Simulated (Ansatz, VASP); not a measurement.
B5As2: VASP beside Ansatz

File INCAR:

```
SYSTEM = B5As2
  PREC = Accurate
  ENCUT = 500
  EDIFF = 1E-7
  ISMEAR = 0
  SIGMA = 0.2
  LREAL = .False.
  LASPH = .True.
  NELM = 120
  ALGO = Normal
  ISIF = 3
  LWAVE = .False.
  LCHARG = .False.
  GGA = PE
  IBRION = 2
  NSW = 36
  EDIFFG = -0.08
  GGA_COMPAT = .False.
  NELMIN = 4
```

The input KPOINTS:

```
Automatic mesh
0
Gamma
  4 4 4
  0 0 0
```

Contents of POSCAR:

```
B5As2
1.0
    4.8467589800      0.0000000000      0.0000000000
   -2.4233794900      4.1974164100      0.0000000000
    0.0000000000      0.0000000000      4.1641337100
B As
5 2
Direct
    0.5000000000      0.0000000000      0.0000000000
    0.0000000000      0.5000000000      0.0000000000
    0.5000000000      0.5000000000      0.0000000000
    0.0000000000      0.0000000000      0.0000000000
    0.0000000000      0.0000000000      0.5000000000
    0.3333333300      0.6666666700      0.0000000000
    0.6666666700      0.3333333300      0.0000000000
```

Input for Ansatz:

```yaml
crystal:
  lattice:
    - [4.84675898, 0.0, 0.0]
    - [-2.42337949, 4.19741641, 0.0]
    - [0.0, 0.0, 4.16413371]
  atoms:
    - { symbol: B, position: [0.5, 0.0, 0.0] }
    - { symbol: B, position: [0.0, 0.5, 0.0] }
    - { symbol: B, position: [0.5, 0.5, 0.0] }
    - { symbol: B, position: [0.0, 0.0, 0.0] }
    - { symbol: B, position: [0.0, 0.0, 0.5] }
    - { symbol: As, position: [0.33333333, 0.66666667, 0.0] }
    - { symbol: As, position: [0.66666667, 0.33333333, 0.0] }
basis:
  ecutwfc: 420
kpoints:
  mp_grid: { grid: [4, 4, 4] }
hamiltonian:
  xc: pbe
scf:
  occupations: { method: gaussian, width: 0.2 }
  lower_state_search: "off"
output:
  forces: true
  stress: true
  eigenvalues: true
relax:
  adjacent_minimum: "off"
  f_tol: 0.08
  max_steps: 16
  cell: { stress_tol: 0.8 }
```

Alike in both runs: task relaxation of cell and atoms; functional PBE; k mesh 4 × 4 × 4; occupations gaussian, width 0.2 eV; no spin polarisation.

```csv
,VASP,Ansatz
version,VASP 6.6.1,Ansatz 0.2.0
potentials or method,"VASP PAW PBE potentials, release 64 (B, As), cutoff 500 eV","scalar-relativistic, plane waves, PAW"
valence electrons in the cell,25,45
```

VASP gave:

```
gap on the k mesh at the Fermi level, each at its own relaxed structure (eV) : none
relaxed volume (Å³/atom)                                                     : 16.73
relaxed length of the cell vector where the two differ most in proportion (Å)              : 3.182
```

Which values does Ansatz return?

gap on the k mesh at the Fermi level, each at its own relaxed structure (eV): none; relaxed volume (Å³/atom): 16.77; relaxed length of the cell vector where the two differ most in proportion (Å): 3.191.

A gap of «none» marks a metal or a gap that the smearing closes. VASP's potentials hold 25 valence electrons a cell and Ansatz's 45, so a difference there can come from the potentials and not from the codes.

The k mesh is coarse, so the values compare programs but aren't converged. Noted on VASP's run: the volume moved by over 15 % at a fixed basis, so the end points are rough.
